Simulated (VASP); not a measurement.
# Ti8Al8H (a cell with a defect) in VASP: single point with PBE

Aim: the single point of Ti8Al8H (a cell with a defect) with PBE.

All numbers are computed with VASP 6.6.1; they aren't measurements. Logs are shortened: lines on timing, memory, paths and dates and some standing lists are left out, and cuts for length are marked.

### Step 1. The cell of the first run

The cell holds a defect, 17 atoms: a = 6.963 Å, b = 6.963 Å, c = 6.963 Å, α = 108.29°, β = 110.06°, γ = 110.06°.

### Step 2. Single point, PBE

Contents of INCAR:

```
ALGO = Normal
EDIFF = 1E-6
ENCUT = 520
GGA = PE
ISIF = 2
ISMEAR = 0
LASPH = T
LCHARG = T
LELF = T
LREAL = Auto
LVHAR = T
LWAVE = F
NBANDS = 74
NELM = 80
PREC = Accurate
SIGMA = 0.1
```

Contents of KPOINTS:

```
Automatic mesh
0
Gamma
  4 4 4
  0.5 0.5 0.5
```

Contents of POSCAR:

```
Ti8Al8H
1.0
    5.6432814777      0.0000000000      4.0782742132
    0.0000000000     -5.6432814777     -4.0782742132
    0.0000000000      5.6432814777     -4.0782742132
Ti Al H
8 8 1
Direct
    0.2476401373      0.5039175009      0.2511973406
    0.2476403145      0.2511975796      0.5039159679
    0.2468421973      0.7524565104      0.0054624049
    0.2468420201      0.0054616765      0.7524543644
    0.7497843261      0.2508119902      0.0033416122
    0.7521453638      0.5075932371      0.7666442884
    0.7497841489      0.0033400256      0.2508089859
    0.7521450094      0.7666423474      0.5075904100
    0.4965651653      0.7536611323      0.7536602462
    0.4997971501      0.5050402406      0.0067041199
    0.4997990994      0.0067058919      0.5050404178
    0.4904979507      0.2356540946      0.2356533858
    0.0009076280      0.5041830953      0.5041832726
   -0.0010635656      0.7534899201      0.2576324990
   -0.0010644516      0.2576326422      0.7534886456
   -0.0018147243      0.0039322467      0.0039306519
   -0.3513253783      0.4960598665      0.4960602210
```

Potentials or basis: VASP PAW PBE potentials, release 64 (Ti_sv, Al, H).

Run with:

```console
cat potpaw_PBE.64/Ti_sv/POTCAR potpaw_PBE.64/Al/POTCAR potpaw_PBE.64/H/POTCAR > POTCAR
mpirun -np 1 vasp_std > vasp.out
```

OUTCAR:

```text
EDIFF = 1E-6
   ENCUT = 520
   GGA = PE
   ISIF = 2
   ISMEAR = 0
   LASPH = T
   LREAL = Auto
   NELM = 80
   PREC = Accurate

 ion  position               nearest neighbor table
   1  0.248  0.504  0.251-   3 2.79   5 2.81  10 2.83  15 2.84  14 2.84   8 2.85  13 2.85   2 2.85
                            16 2.85   9 2.87  11 2.87  12 2.92
   2  0.248  0.251  0.504-   4 2.79   7 2.81  11 2.83  14 2.84  15 2.84   6 2.85  13 2.85   1 2.85
                            16 2.85   9 2.87  10 2.87  12 2.92
   3  0.247  0.752  0.005-  12 2.76   1 2.79   6 2.79  15 2.82   7 2.84  11 2.85  14 2.85  16 2.85
                            10 2.85   4 2.86  13 2.86   9 2.86
   4  0.247  0.005  0.752-  12 2.76   2 2.79   8 2.79  14 2.82   5 2.84  10 2.85  15 2.85  16 2.85
                            11 2.85   3 2.86  13 2.86   9 2.86
   5  0.750  0.251  0.003-   6 2.79   7 2.79  12 2.80   1 2.81  16 2.83   9 2.84   4 2.84  11 2.84
                            15 2.85  13 2.86  14 2.87  10 2.88
   6  0.752  0.508  0.767-  17 1.73   5 2.79   3 2.79  14 2.80  10 2.81  16 2.83  15 2.84   2 2.85
                            11 2.86   9 2.86  13 2.92  12 3.03
   7  0.750  0.003  0.251-   8 2.79   5 2.79  12 2.80   2 2.81  16 2.83   9 2.84   3 2.84  10 2.84
                            14 2.85  13 2.86  15 2.87  11 2.88
   8  0.752  0.767  0.508-  17 1.73   7 2.79   4 2.79  15 2.80  11 2.81  16 2.83  14 2.84   1 2.85
                            10 2.86   9 2.86  13 2.92  12 3.03
   9  0.497  0.754  0.754-  13 2.80  16 2.83  11 2.83  10 2.83   7 2.84   5 2.84   4 2.86   3 2.86
                             6 2.86   8 2.86   1 2.87   2 2.87
  10  0.500  0.505  0.007-   6 2.81  12 2.82  14 2.82  15 2.83   9 2.83   1 2.83   7 2.84   4 2.85
                             3 2.85   8 2.86   2 2.87   5 2.88
  11  0.500  0.007  0.505-   8 2.81  12 2.82  15 2.82  14 2.83   9 2.83   2 2.83   5 2.84   3 2.85
                             4 2.85   6 2.86   1 2.87   7 2.88
  12  0.490  0.236  0.236-  17 1.73   3 2.76   4 2.76  16 2.78   5 2.80   7 2.80  11 2.82  10 2.82
                            13 2.88   2 2.92   1 2.92   8 3.03   6 3.03
  13  0.001  0.504  0.504-   9 2.80  15 2.80  14 2.80   2 2.85   1 2.85   5 2.86   7 2.86   4 2.86
                             3 2.86  12 2.88   8 2.92   6 2.92
  14  0.999  0.753  0.258-  13 2.80   6 2.80  10 2.82   4 2.82  11 2.83   8 2.84   2 2.84   1 2.84
                            16 2.85   7 2.85   3 2.85   5 2.87
  15  0.999  0.258  0.753-  13 2.80   8 2.80  11 2.82   3 2.82  10 2.83   6 2.84   1 2.84   2 2.84
                            16 2.85   5 2.85   4 2.85   7 2.87
  16  0.998  0.004  0.004-  12 2.78   7 2.83   5 2.83   9 2.83   6 2.83   8 2.83  15 2.85  14 2.85
                             1 2.85   2 2.85   3 2.85   4 2.85
  17  0.649  0.496  0.496-  12 1.73   8 1.73   6 1.73

  LATTYP: Found a body centered tetragonal cell.
 ALAT       =     7.9808052021
 C/A-ratio  =     1.0220207385

  Lattice vectors:

 A1 = (   0.0000000000,   5.6432814777,   4.0782742132)
 A2 = (   0.0000000000,  -5.6432814777,   4.0782742132)
 A3 = (   5.6432814777,   0.0000000000,  -4.0782742132)

Analysis of symmetry for initial positions (statically):
=====================================================================
 Subroutine PRICEL returns:
 Original cell was already a primitive cell.

 Routine SETGRP: Setting up the symmetry group for a
 body centered tetragonal supercell.

 Subroutine GETGRP returns: Found  2 space group operations
 (whereof  2 operations were pure point group operations)
 out of a pool of 16 trial point group operations.

The static configuration has the point symmetry C_1h.

Analysis of symmetry for dynamics (positions and initial velocities):
=====================================================================
 Subroutine PRICEL returns:
 Original cell was already a primitive cell.

 Routine SETGRP: Setting up the symmetry group for a
 body centered tetragonal supercell.

 Subroutine GETGRP returns: Found  2 space group operations
 (whereof  2 operations were pure point group operations)
 out of a pool of 16 trial point group operations.

The dynamic configuration has the point symmetry C_1h.

 Subroutine INISYM returns: Found  2 space group operations
 (whereof  2 operations are pure point group operations),
 and found     1 'primitive' translations

----------------------------------------------------------------------------------------

                                     Primitive cell

  volume of cell :     259.7585

  direct lattice vectors                    reciprocal lattice vectors
     5.643281478  0.000000000  4.078274213     0.177201865  0.000000000  0.000000000
     0.000000000 -5.643281478 -4.078274213     0.088600932 -0.088600932 -0.122600878
     0.000000000  5.643281478 -4.078274213     0.088600932  0.088600932 -0.122600878

[... 55 lines left out ...]
     0.022150233  0.022150233 -0.030650220     0.000000000  0.000000000  0.250000000

  Length of vectors
     0.044300466  0.043825810  0.043825810

  Shift w.r.t. Gamma in fractional coordinates (k-lattice)
     0.500000000  0.500000000  0.500000000

 Subroutine IBZKPT returns following result:
 ===========================================

 Found     20 irreducible k-points:

 Following reciprocal coordinates:
            Coordinates               Weight
  0.125000  0.125000  0.125000      2.000000
 -0.125000 -0.125000  0.375000      4.000000
 -0.375000  0.125000  0.125000      2.000000
  0.375000  0.125000  0.125000      2.000000
 -0.125000 -0.375000 -0.375000      2.000000
 -0.125000  0.125000  0.125000      2.000000
[... 12 lines left out ...]
 -0.375000  0.375000  0.375000      2.000000
  0.375000 -0.375000  0.375000      4.000000
   k-points           NKPTS =     20   k-points in BZ     NKDIM =     20   number of bands    NBANDS=     74
   number of dos      NEDOS =    301   number of ions     NIONS =     17
   total plane-waves  NPLWV = 157464
   dimension x,y,z NGX =    54 NGY =   54 NGZ =   54
   dimension x,y,z NGXF=   108 NGYF=  108 NGZF=  108
   ions per type =               8   8   1
   NGX,Y,Z   is equivalent  to a cutoff of  12.89, 12.89, 12.89 a.u.
   NGXF,Y,Z  is equivalent  to a cutoff of  25.79, 25.79, 25.79 a.u.
 SYSTEM =  unknown system
   PREC   = accura    normal or accurate (medium, high low for compatibility)
   ISTART =      0    job   : 0-new  1-cont  2-samecut
   ICHARG =      2    charge: 1-file 2-atom 10-const
   ISPIN  =      1    spin polarized calculation?
   LNONCOLLINEAR =      F non collinear calculations
   LSORBIT =      F    spin-orbit coupling
   LASPH  =      T    aspherical Exc in radial PAW
   ENCUT  =  520.0 eV  38.22 Ry    6.18 a.u.  12.95 12.95 12.95*2*pi/ulx,y,z
   NELM   =     80;   NELMIN=  2; NELMDL= -5     # of ELM steps
   EDIFF  = 0.1E-05   stopping-criterion for ELM
   LREAL  =      T    real-space projection
   EDIFFG = 0.1E-04   stopping-criterion for IOM
   NSW    =      0    number of steps for IOM
   IBRION =     -1    ionic relax: 0-MD 1-quasi-New 2-CG
   NFREE  =      0    steps in history (QN), initial steepest desc. (CG)
   ISIF   =      2    stress and relaxation
   ISYM   =      2    0-nonsym 1-usesym 2-fastsym
   POTIM  = 0.5000    time-step for ionic-motion
   TEBEG  =    0.0;   TEEND  =   0.0 temperature during run
   PSTRESS=    0.0 pullay stress
   NELECT =     121.0000    total number of electrons
   NUPDOWN=      -1.0000    fix difference up-down
   EMIN   =  10.00;   EMAX   =-10.00  energy-range for DOS
   EFERMI =   0.00;   METHOD = LEGACY
   ISMEAR =     0;   SIGMA  =   0.10  broadening in eV -4-tet -1-fermi 0-gaus
   EFERMI_NEDOS =   21; number of points for ismear=-14 and -15
   IALGO  =     38    algorithm
   IMIX   =      4    mixing-type and parameters
     AMIX     =   0.40;   BMIX     =  1.00
     AMIX_MAG =   1.60;   BMIX_MAG =  1.00
  volume/ion in A,a.u.               =      15.28       103.11
  Fermi-wavevector in a.u.,A,eV,Ry     =   1.269054  2.398164 21.912147  1.610497
  Thomas-Fermi vector in A             =   2.402116
   LORBIT       =      0    0 simple, 1 ext, 2 COOP (PROOUT), +10 PAW based schemes
   GGA     = PE    functional components
   LHFCALC =     F    Hartree Fock is set to
   AEXX    =    0.0000 exact exchange contribution
   IVDW    =     0    specifies the selected vdW correction
   LEPSILON=     F    determine dielectric tensor
   LRPA    =     F    only Hartree local field effects (RPA)
 non-spin polarized calculation
 Gauss-broadening in eV      SIGMA  =   0.10
  energy-cutoff  :      520.00
  volume of cell :      259.76
 maximum number of plane-waves:      7015
 NGX is ok and might be reduce to    54
   NGX = 25   NGY = 25   NGZ = 25

 number of electron     121.0000007 magnetization

 Free energy of the ion-electron system (eV)
  ---------------------------------------------------
  ext. energy  EPLUGINS =         0.00000000
  ---------------------------------------------------
  free energy    TOTEN  =      -102.16869720 eV

  energy without entropy =     -102.11060962  energy(sigma->0) =     -102.13965341

 E-fermi :   8.4093     XC(G=0): -11.0717

 val. band max:        8.3911393058   @ k =  -0.3750   0.1250   0.1250
 cond. band min:       8.4214598302   @ k =   0.1250  -0.1250   0.1250
 fundamental gap:      0.0303205243
 Fermi energy:         8.4093396872

 k-point     1 :       0.1250    0.1250    0.1250
  band No.  band energies     occupation
      1     -48.2265      2.00000
      2     -48.2008      2.00000
      3     -48.1922      2.00000
      4     -48.1721      2.00000
      5     -48.1682      2.00000
      6     -48.1461      2.00000
[... 1489 lines left out ...]
     71       9.8856      0.00000
     72       9.9613      0.00000
 [bands above 72 left out]

------------------------ aborting loop because EDIFF is reached ----------------------------------------

  FORCE on cell =-STRESS in cart. coord.  units (eV):
  Direction    XX          YY          ZZ          XY          YZ          ZX
  --------------------------------------------------------------------------------------
  -------------------------------------------------------------------------------------
  Total        2.0238156      3.0783950      2.4963766      0.0000000      0.0000000     -0.5503638
  in kB       12.4827902     18.9873818     15.3975226      0.0000000      0.0000000     -3.3946153
  external PRESSURE =      15.6225648 kB  Pullay stress =       0.0000000 kB

 VOLUME and BASIS-vectors are now :
 -----------------------------------------------------------------------------
  energy-cutoff  :      520.00
  volume of cell :      259.76
      direct lattice vectors                 reciprocal lattice vectors
     5.643281478  0.000000000  4.078274213     0.177201865  0.000000000  0.000000000
     0.000000000 -5.643281478 -4.078274213     0.088600932 -0.088600932 -0.122600878
     0.000000000  5.643281478 -4.078274213     0.088600932  0.088600932 -0.122600878

 POSITION                                       TOTAL-FORCE (eV/Angst)
 -----------------------------------------------------------------------------------
      1.39750     -1.42617     -2.06962         0.000086     -0.000555     -0.007334
      1.39750      1.42616     -2.06962         0.000086      0.000555     -0.007334
      1.39300     -4.21550     -2.08431        -0.000259     -0.003854      0.007143
      1.39300      4.21549     -2.08430        -0.000259      0.003854      0.007143
      4.23124     -1.39655      2.02132         0.004044     -0.002707      0.000037
      4.24457      1.46190     -2.12923         0.001207      0.008327     -0.000200
[... 9 lines left out ...]
      5.63304     -0.00001      4.03881         0.002202      0.000000     -0.003378
      3.66065      0.00000     -1.40066        -0.012769      0.000000      0.008936
 -----------------------------------------------------------------------------------
    total drift:                                0.007269      0.056509     -0.002564

  FREE ENERGIE OF THE ION-ELECTRON SYSTEM (eV)
  ---------------------------------------------------
  free  energy   TOTEN  =      -102.1686972010 eV

  energy  without entropy=     -102.1106096184  energy(sigma->0) =     -102.13965341
```

Wall time 12 min (1 thread of Intel Xeon 6975P-C (Granite Rapids), shared host); peak memory 0.52 GiB.

What came out:

- Free energy: -102.1687 eV
- Pressure: 1.6 GPa
- Largest force: 0.016 eV/Å

Forces in eV/Å, atoms in the order of the input:
```
Ti   0.000 -0.001 -0.007
Ti   0.000  0.001 -0.007
Ti   0.000 -0.004  0.007
Ti   0.000  0.004  0.007
Ti   0.004 -0.003  0.000
Ti   0.001  0.008  0.000
Ti   0.004  0.003  0.000
Ti   0.001 -0.008  0.000
Al   0.000  0.000  0.002
Al   0.000 -0.001  0.003
Al   0.000  0.001  0.003
Al   0.003  0.000 -0.009
Al   0.005  0.000 -0.004
Al  -0.004 -0.001  0.000
Al  -0.004  0.001  0.000
Al   0.002  0.000 -0.003
H   -0.013  0.000  0.009
```
